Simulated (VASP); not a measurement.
Here is a VASP 6.6.1 calculation.

INCAR

```
PREC     = Accurate       # precision mode
ENCUT    = 500            # plane-wave cutoff, eV
EDIFF    = 1E-6           # SCF threshold, eV
ISMEAR   = 0              # smearing method
SIGMA    = 0.1            # smearing width, eV
LREAL    = False          # projectors in reciprocal space
LASPH    = True           # aspherical terms in the spheres
NELM     = 120            # most SCF steps
ALGO     = Normal         # electronic algorithm
ISIF     = 2              # what is computed and relaxed
LWAVE    = False          # write WAVECAR
LCHARG   = False          # write CHGCAR
GGA      = PS             # functional
NBANDS   = 19             # bands
GGA_COMPAT= False
```

KPOINTS

```
regular mesh
0
Gamma
  10 10 10
```

Contents of POSCAR:

```
Zr
1.0
    0.0000000000      3.0696243823      3.0696243823
    3.0696243823      0.0000000000      3.0696243823
    3.0696243823      3.0696243823      0.0000000000
Zr
2
Direct
    0.5000000000      0.5000000000      0.5000000000
    0.7500000000      0.7500000000      0.7500000000
```

Potentials or basis: VASP PAW PBE potentials, release 64 (Zr_sv).

Command:

```console
$ cat potpaw_PBE.64/Zr_sv/POTCAR > POTCAR
$ mpirun -np 1 vasp_std > vasp.out
```

(1) Estimate the pressure.

(2) What does it give for the band gap on the k mesh?

Answers

(1) 0.2 GPa.

(2) zero (bands 12 and 13 overlap by 0.26 eV).

Caveat: the PAW data sets were made with another functional, which shifts forces and pressure a little.
